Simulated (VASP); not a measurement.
Write the native input for VASP 6.6.1 that does the following.

- Task: single point
- Functional: PBE
- Potentials or basis: VASP PAW PBE potentials, release 64 (Tl_d, Cl)
- Cutoff: 500 eV
- k mesh: 6 × 6 × 6
- Occupations: fermi-dirac, width 0.05 eV
- Spin: no spin polarisation
- Dipole correction: no
- Further INCAR settings: ALGO = Normal; EDIFF = 1e-06; NBANDS = 17

The structure of TlCl lies in POSCAR:

```
TlCl
1.0
    3.8340000000      0.0000000000      0.0000000000
    0.0000000000      3.8340000000      0.0000000000
    0.0000000000      0.0000000000      3.8915100000
Tl Cl
1 1
Direct
    0.0000000000      0.0000000000      0.0000000000
    0.5000000000      0.5000000000      0.5000000000
```

These files were run (other wordings do the same):

INCAR

```
SYSTEM = TlCl
ALGO = Normal ; EDIFF = 1E-6
ENCUT = 500 ; GGA = PE
GGA_COMPAT = .False. ; ISIF = 2
ISMEAR = -1 ; LASPH = .True.
LCHARG = .False. ; LREAL = .False.
LWAVE = .False. ; NBANDS = 17
NELM = 120 ; PREC = Accurate
SIGMA = 0.05
```

KPOINTS

```
k-points
0
Gamma
  6 6 6
  0 0 0
```

Potentials or basis: VASP PAW PBE potentials, release 64 (Tl_d, Cl).

Command:

```sh
$ cat potpaw_PBE.64/Tl_d/POTCAR potpaw_PBE.64/Cl/POTCAR > POTCAR
$ mpirun -np 1 vasp_std > vasp.out
```

Results of the run:

```
Pressure               : 0.8 GPa
Band gap on the k mesh : 2.07 eV (least direct gap 2.10 eV)
```

Caveat: spin-orbit coupling is left out, which moves the levels of the heavy elements.

It took 9.5 s on 1 thread of Intel(R) Xeon(R) 6975P-C (Granite Rapids), with other jobs on the host, peak memory 0.17 GiB.
